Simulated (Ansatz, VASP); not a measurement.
# Two plane-wave programs on CdHgS2

```
Cd S Hg
1.0
    -3.00659    3.00659    6.02437
     3.00659   -3.00659    6.02437
     3.00659    3.00659   -6.02437
Cd S Hg
2 4 2
Direct
  0.00000 0.00000 0.00000
  0.75000 0.25000 0.50000
  0.37500 0.37114 0.49614
  0.12114 0.62500 0.99614
  0.87500 0.87886 0.50386
  0.62886 0.12500 0.00386
  0.50000 0.50000 0.00000
  0.25000 0.75000 0.50000
```

Alike in both runs: task single point; functional PBE; k mesh 6 × 6 × 6; no spin polarisation.

|  | VASP | Ansatz |
| --- | --- | --- |
| version | VASP 6.6.1 | Ansatz 0.2.0 |
| potentials or method | VASP PAW PBE potentials, release 64 (Cd, S, Hg) | plane waves, PAW |
| plane-wave cutoff (eV) | 520 | 420 |
| occupations | gaussian, width 0.01 eV | fixed |
| valence electrons in the cell | 72 | 104 |

```tsv
	VASP	Ansatz	Ansatz less VASP
gap on the k mesh at the Fermi level (eV)	0.19	0.19	+0.001
pressure (GPa)	-1.2	-1.4	-0.22
```

VASP's potentials hold 72 valence electrons a cell and Ansatz's 104, so a difference there can come from the potentials and not from the codes.

Spin-orbit coupling is off throughout.
